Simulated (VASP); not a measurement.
# TiC (Fm-3m) in VASP: a series of runs

TiC is run at these levels: RPBE+D4, PBEsol; tasks: single point.

Everything below comes from runs of VASP 6.6.1. Logs are shortened: lines on timing, memory, paths and dates and some standing lists are left out, and cuts for length are marked.

**1. The cell of the first run**

The structure is cubic, space group Fm-3m (No. 225). Conventional cell: a = 4.331 Å, b = 4.331 Å, c = 4.331 Å, α = 90.00°, β = 90.00°, γ = 90.00°. Ti (site symmetry m-3m) has 6 C at 2.17 Å within 2.9 Å. Within 2.9 Å of C (site symmetry m-3m) lie 6 Ti at 2.17 Å.

**2. Single point, RPBE+D4**

INCAR

```
  ALGO = Normal
  EDIFF = 1E-6
  ENCUT = 520
  GGA = RP
  ISIF = 2
  ISMEAR = -1
  IVDW = 13
  LASPH = T
  LCHARG = F
  LREAL = F
  LWAVE = F
  NBANDS = 15
  NELM = 80
  PREC = Accurate
  SIGMA = 0.05
```

KPOINTS

```
k-points
0
Gamma
  11 11 11
```

POSCAR

```
TiC
1.0
    0.0000000000      2.1657188437      2.1657188437
    2.1657188437      0.0000000000      2.1657188437
    2.1657188437      2.1657188437      0.0000000000
Ti C
1 1
Direct
    0.0000000000      0.0000000000      0.0000000000
    0.5000000000      0.5000000000      0.5000000000
```

Potentials or basis: VASP PAW PBE potentials, release 64 (Ti_sv, C).

Run with:

```bash
> cat potpaw_PBE.64/Ti_sv/POTCAR potpaw_PBE.64/C/POTCAR > POTCAR
> mpirun -np 1 vasp_std > vasp.out
```

OUTCAR:

```text
EDIFF = 1E-6
   ENCUT = 520
   GGA = RP
   ISIF = 2
   ISMEAR = -1
   IVDW = 13
   LASPH = T
   LREAL = F
   NELM = 80
   PREC = Accurate

 ion  position               nearest neighbor table
   1  0.000  0.000  0.000-   2 2.17   2 2.17   2 2.17   2 2.17   2 2.17   2 2.17
   2  0.500  0.500  0.500-   1 2.17   1 2.17   1 2.17   1 2.17   1 2.17   1 2.17

  LATTYP: Found a face centered cubic cell.
 ALAT       =     4.3314376874

  Lattice vectors:

 A1 = (   0.0000000000,   2.1657188437,   2.1657188437)
 A2 = (   2.1657188437,   0.0000000000,   2.1657188437)
 A3 = (   2.1657188437,   2.1657188437,   0.0000000000)

Analysis of symmetry for initial positions (statically):
=====================================================================
 Subroutine PRICEL returns:
 Original cell was already a primitive cell.

 Routine SETGRP: Setting up the symmetry group for a
 face centered cubic supercell.

 Subroutine GETGRP returns: Found 48 space group operations
 (whereof 48 operations were pure point group operations)
 out of a pool of 48 trial point group operations.

The static configuration has the point symmetry O_h .

Analysis of symmetry for dynamics (positions and initial velocities):
=====================================================================
 Subroutine PRICEL returns:
 Original cell was already a primitive cell.

 Routine SETGRP: Setting up the symmetry group for a
 face centered cubic supercell.

 Subroutine GETGRP returns: Found 48 space group operations
 (whereof 48 operations were pure point group operations)
 out of a pool of 48 trial point group operations.

The dynamic configuration has the point symmetry O_h .

 Subroutine INISYM returns: Found 48 space group operations
 (whereof 48 operations are pure point group operations),
 and found     1 'primitive' translations

----------------------------------------------------------------------------------------

                                     Primitive cell

  volume of cell :      20.3159

  direct lattice vectors                    reciprocal lattice vectors
     0.000000000  2.165718844  2.165718844    -0.230870227  0.230870227  0.230870227
     2.165718844  0.000000000  2.165718844     0.230870227 -0.230870227  0.230870227
     2.165718844  2.165718844  0.000000000     0.230870227  0.230870227 -0.230870227

  length of vectors
     3.062788961  3.062788961  3.062788961     0.399878962  0.399878962  0.399878962

[... 89 lines left out ...]
   TEBEG  =    0.0;   TEEND  =   0.0 temperature during run
   PSTRESS=    0.0 pullay stress
   NELECT =      16.0000    total number of electrons
   NUPDOWN=      -1.0000    fix difference up-down
   EMIN   =  10.00;   EMAX   =-10.00  energy-range for DOS
   EFERMI =   0.00;   METHOD = LEGACY
   ISMEAR =    -1;   SIGMA  =   0.05  broadening in eV -4-tet -1-fermi 0-gaus
   EFERMI_NEDOS =   21; number of points for ismear=-14 and -15
   IALGO  =     38    algorithm
   IMIX   =      4    mixing-type and parameters
     AMIX     =   0.40;   BMIX     =  1.00
     AMIX_MAG =   1.60;   BMIX_MAG =  1.00
  volume/ion in A,a.u.               =      10.16        68.55
  Fermi-wavevector in a.u.,A,eV,Ry     =   1.511829  2.856943 31.097854  2.285628
  Thomas-Fermi vector in A             =   2.621834
   LORBIT       =      0    0 simple, 1 ext, 2 COOP (PROOUT), +10 PAW based schemes
   GGA     = RP    functional components
   LHFCALC =     F    Hartree Fock is set to
   AEXX    =    0.0000 exact exchange contribution
   IVDW    =    13    specifies the selected vdW correction
   LEPSILON=     F    determine dielectric tensor
   LRPA    =     F    only Hartree local field effects (RPA)
 non-spin polarized calculation
  energy-cutoff  :      520.00
  volume of cell :       20.32
 maximum number of plane-waves:       560
   NGX = 11   NGY = 11   NGZ = 11

 number of electron      16.0000000 magnetization

 Free energy of the ion-electron system (eV)
  ---------------------------------------------------
  ext. energy  EPLUGINS =         0.00000000
  ---------------------------------------------------
  free energy    TOTEN  =       -17.79941344 eV

  energy without entropy =      -17.79706948  energy(sigma->0) =      -17.79824146

 E-fermi :   9.5955     XC(G=0): -12.6026

 val. band max:        9.4492251007   @ k =   0.4545   0.4545   0.0000
 cond. band min:       9.6856974733   @ k =   0.0909   0.0000   0.0000
 fundamental gap:      0.2364723725
 Fermi energy:         9.5954859464

 k-point     1 :       0.0000    0.0000    0.0000
  band No.  band energies     occupation
      1     -47.2051      2.00000
      2     -23.1595      2.00000
      3     -23.1595      2.00000
      4     -23.1595      2.00000
      5      -2.9350      2.00000
      6      10.2399      0.00001
      7      10.2399      0.00001
      8      10.2399      0.00001
      9      11.2066      0.00000
     10      11.2066      0.00000
     11      11.2066      0.00000
     12      11.2347      0.00000
     13      11.2347      0.00000
     14      19.9927      0.00000
[... 401 lines left out ...]
      2     -23.4288      2.00000
      3     -23.2654      2.00000
      4     -23.1790      2.00000
      5      -1.2195      2.00000
      6       6.2723      2.00000
      7       7.3583      2.00000
      8       7.5991      2.00000
      9      11.0924      0.00000
     10      12.1851      0.00000
     11      13.1095      0.00000
     12      13.8826      0.00000
     13      16.7817      0.00000
     14      21.3127      0.00000
     15      22.9912      0.00000

 [... further k-points ...]

------------------------ aborting loop because EDIFF is reached ----------------------------------------

  DFT-D4 for vdW energy calculation

  Edisp (eV):   -1.13765

  FORCE on cell =-STRESS in cart. coord.  units (eV):
  Direction    XX          YY          ZZ          XY          YZ          ZX
  --------------------------------------------------------------------------------------
  -------------------------------------------------------------------------------------
  Total      -0.70838    -0.70838    -0.70838    -0.00000    -0.00000     0.00000
  in kB     -55.86492   -55.86492   -55.86492    -0.00000    -0.00000     0.00000
  external pressure =      -55.86 kB  Pullay stress =        0.00 kB

 VOLUME and BASIS-vectors are now :
 -----------------------------------------------------------------------------
  energy-cutoff  :      520.00
  volume of cell :       20.32
      direct lattice vectors                 reciprocal lattice vectors
     0.000000000  2.165718844  2.165718844    -0.230870227  0.230870227  0.230870227
     2.165718844  0.000000000  2.165718844     0.230870227 -0.230870227  0.230870227
     2.165718844  2.165718844  0.000000000     0.230870227  0.230870227 -0.230870227

 POSITION                                       TOTAL-FORCE (eV/Angst)
 -----------------------------------------------------------------------------------
      0.00000      0.00000      0.00000        -0.000000     -0.000000      0.000000
      2.16572      2.16572      2.16572         0.000000      0.000000     -0.000000
 -----------------------------------------------------------------------------------
    total drift:                                0.000000     -0.000000     -0.000000

  FREE ENERGIE OF THE ION-ELECTRON SYSTEM (eV)
  ---------------------------------------------------
  free  energy   TOTEN  =       -18.9370620949 eV

  energy  without entropy=      -18.9347181283  energy(sigma->0) =      -18.93589011
```

OSZICAR:

```text
N       E                     dE             d eps       ncg     rms          rms(c)
DAV:   1     0.118913248994E+03    0.11891E+03   -0.81161E+03  1687   0.127E+03
DAV:   2    -0.157639314052E+02   -0.13468E+03   -0.12599E+03  1827   0.340E+02
DAV:   3    -0.230095030884E+02   -0.72456E+01   -0.71156E+01  2075   0.784E+01
DAV:   4    -0.233067874221E+02   -0.29728E+00   -0.29706E+00  2207   0.141E+01
DAV:   5    -0.233127976818E+02   -0.60103E-02   -0.60093E-02  2106   0.183E+00    0.181E+01
DAV:   6    -0.183590447902E+02    0.49538E+01   -0.11478E+01  2349   0.558E+01    0.680E+00
DAV:   7    -0.178262431197E+02    0.53280E+00   -0.20590E+00  1973   0.202E+01    0.480E+00
DAV:   8    -0.178035803867E+02    0.22663E-01   -0.10321E-01  1884   0.356E+00    0.318E+00
DAV:   9    -0.178025086274E+02    0.10718E-02   -0.88779E-02  2258   0.413E+00    0.739E-01
DAV:  10    -0.178011382576E+02    0.13704E-02   -0.11247E-02  2200   0.138E+00    0.603E-01
DAV:  11    -0.177995119807E+02    0.16263E-02   -0.24530E-03  1974   0.710E-01    0.159E-01
DAV:  12    -0.177994140389E+02    0.97942E-04   -0.25767E-04  2164   0.187E-01    0.332E-02
DAV:  13    -0.177994135397E+02    0.49914E-06   -0.37071E-05  1925   0.546E-02    0.645E-03
DAV:  14    -0.177994134436E+02    0.96102E-07   -0.67255E-07  1375   0.102E-02
   1 F= -.18937062E+02 E0= -.18935890E+02  d E =-.234397E-02
```

stdout:

```text
POSCAR found type information on POSCAR TiC
 POSCAR found :  2 types and       2 ions
 scaLAPACK will be used
 -----------------------------------------------------------------------------
|                                                                             |
|                                                                             |
|     You enforced a specific xc type in the INCAR file but a different       |
|     I HOPE YOU KNOW WHAT YOU ARE DOING!                                     |
|                                                                             |
 -----------------------------------------------------------------------------

 LDA part: xc-table for (Slater+PW92), standard interpolation
 POSCAR, INCAR and KPOINTS ok, starting setup
 FFT: planning ... GRIDC
 FFT: planning ... GRID_SOFT
 FFT: planning ... GRID
 WAVECAR not read
 entering main loop
```

Run time: 14 s. Hardware: 1 thread of AMD EPYC 7R13 (Zen 3), shared host; peak memory 0.12 GiB.

Results:

* Free energy: -18.9371 eV
* Pressure: -5.6 GPa
* Band gap on the k mesh: zero (band 8 reaches 10.24 eV, above the bottom of band 9 at 9.12 eV)
* Dispersion energy per atom: -0.569 eV

Levels at points of the mesh, in eV from the Fermi level:
| k point | band 5 | band 6 | band 7 | band 8 | band 9 | band 10 | band 11 | band 12 |
| --- | --- | --- | --- | --- | --- | --- | --- | --- |
| (0.00, 0.00, 0.00) | -12.53 | 0.64 | 0.64 | 0.64 | 1.61 | 1.61 | 1.61 | 1.64 |

Caveat: the PAW data sets were made with another functional, which shifts forces and pressure a little; pairwise dispersion overbinds metals, which lowers pressure and volume.

**3. Single point, PBEsol (volume scaled by 0.96)**

INCAR

```
PREC     = Accurate       # precision mode
ENCUT    = 520            # plane-wave cutoff, eV
EDIFF    = 1E-6           # SCF threshold, eV
ISMEAR   = -1             # smearing method
SIGMA    = 0.05           # smearing width, eV
LREAL    = F              # projectors in reciprocal space
LASPH    = T              # aspherical terms in the spheres
NELM     = 100            # most SCF steps
ALGO     = Normal         # electronic algorithm
ISIF     = 2              # what is computed and relaxed
LWAVE    = F              # write WAVECAR
LCHARG   = F              # write CHGCAR
GGA      = PS             # functional
NBANDS   = 15             # bands
```

KPOINTS

```
Automatic mesh
0
Gamma
  11 11 11
```

POSCAR

```
TiC
1.0
    0.0000000000      2.1364487848      2.1364487848
    2.1364487848      0.0000000000      2.1364487848
    2.1364487848      2.1364487848      0.0000000000
Ti C
1 1
Direct
    0.0000000000      0.0000000000      0.0000000000
    0.5000000000      0.5000000000      0.5000000000
```

Potentials or basis: VASP PAW PBE potentials, release 64 (Ti_sv, C).

Run with:

```bash
> cat potpaw_PBE.64/Ti_sv/POTCAR potpaw_PBE.64/C/POTCAR > POTCAR
> mpirun -np 1 vasp_std > vasp.out
```

OUTCAR:

```text
PREC = Accurate
   ENCUT = 520
   EDIFF = 1E-6
   ISMEAR = -1
   LREAL = F
   LASPH = T
   NELM = 100
   ISIF = 2
   GGA = PS

 ion  position               nearest neighbor table
   1  0.000  0.000  0.000-   2 2.14   2 2.14   2 2.14   2 2.14   2 2.14   2 2.14
   2  0.500  0.500  0.500-   1 2.14   1 2.14   1 2.14   1 2.14   1 2.14   1 2.14

  LATTYP: Found a face centered cubic cell.
 ALAT       =     4.2728975696

  Lattice vectors:

 A1 = (   0.0000000000,   2.1364487848,   2.1364487848)
 A2 = (   2.1364487848,   0.0000000000,   2.1364487848)
 A3 = (   2.1364487848,   2.1364487848,   0.0000000000)

Analysis of symmetry for initial positions (statically):
=====================================================================
 Subroutine PRICEL returns:
 Original cell was already a primitive cell.

 Routine SETGRP: Setting up the symmetry group for a
 face centered cubic supercell.

 Subroutine GETGRP returns: Found 48 space group operations
 (whereof 48 operations were pure point group operations)
 out of a pool of 48 trial point group operations.

The static configuration has the point symmetry O_h .

[... 174 lines left out ...]
      7      10.4631      0.00001
      8      10.4631      0.00001
      9      11.5455      0.00000
     10      11.5455      0.00000
     11      11.5455      0.00000
     12      11.5998      0.00000
     13      11.5998      0.00000
     14      20.8762      0.00000
[... 401 lines left out ...]
      2     -22.8528      2.00000
      3     -22.6558      2.00000
      4     -22.5515      2.00000
      5      -0.9474      2.00000
      6       6.4341      2.00000
      7       7.5268      2.00000
      8       7.7484      2.00000
      9      11.3777      0.00000
     10      12.5917      0.00000
     11      13.5326      0.00000
     12      14.4296      0.00000
     13      17.4364      0.00000
     14      21.9931      0.00000
     15      23.5902      0.00000

 [... further k-points ...]

------------------------ aborting loop because EDIFF is reached ----------------------------------------

  FORCE on cell =-STRESS in cart. coord.  units (eV):
  Direction    XX          YY          ZZ          XY          YZ          ZX
  --------------------------------------------------------------------------------------
  -------------------------------------------------------------------------------------
  Total        0.5002854      0.5002854      0.5002854      0.0000000      0.0000000     -0.0000000
  in kB       41.0980251     41.0980251     41.0980251      0.0000000      0.0000000     -0.0000000
  external PRESSURE =      41.0980251 kB  Pullay stress =       0.0000000 kB

 VOLUME and BASIS-vectors are now :
 -----------------------------------------------------------------------------
  energy-cutoff  :      520.00
  volume of cell :       19.50
      direct lattice vectors                 reciprocal lattice vectors
     0.000000000  2.136448785  2.136448785    -0.234033225  0.234033225  0.234033225
     2.136448785  0.000000000  2.136448785     0.234033225 -0.234033225  0.234033225
     2.136448785  2.136448785  0.000000000     0.234033225  0.234033225 -0.234033225

 POSITION                                       TOTAL-FORCE (eV/Angst)
 -----------------------------------------------------------------------------------
      0.00000      0.00000      0.00000         0.000000      0.000000      0.000000
      2.13645      2.13645      2.13645         0.000000      0.000000      0.000000
 -----------------------------------------------------------------------------------
    total drift:                                0.000000     -0.000000     -0.000000

  FREE ENERGIE OF THE ION-ELECTRON SYSTEM (eV)
  ---------------------------------------------------
  free  energy   TOTEN  =       -19.7991070020 eV

  energy  without entropy=      -19.7965945507  energy(sigma->0) =      -19.79785078
```

It took 8.2 s on 1 thread of Intel Xeon Platinum 8488C (Sapphire Rapids), shared host; peak memory 0.15 GiB.

Results:

```
Free energy            : -19.7991 eV
Pressure               : 4.1 GPa
Band gap on the k mesh : zero (band 8 reaches 10.46 eV, above the bottom of band 9 at 9.37 eV)
```

Levels at points of the mesh, in eV from the Fermi level:
| k point | band 5 | band 6 | band 7 | band 8 | band 9 | band 10 | band 11 | band 12 |
| --- | --- | --- | --- | --- | --- | --- | --- | --- |
| (0.00, 0.00, 0.00) | -12.62 | 0.61 | 0.61 | 0.61 | 1.69 | 1.69 | 1.69 | 1.75 |

Caveat: the PAW data sets were made with another functional, which shifts forces and pressure a little.

(Continued in part 2 of 2.)
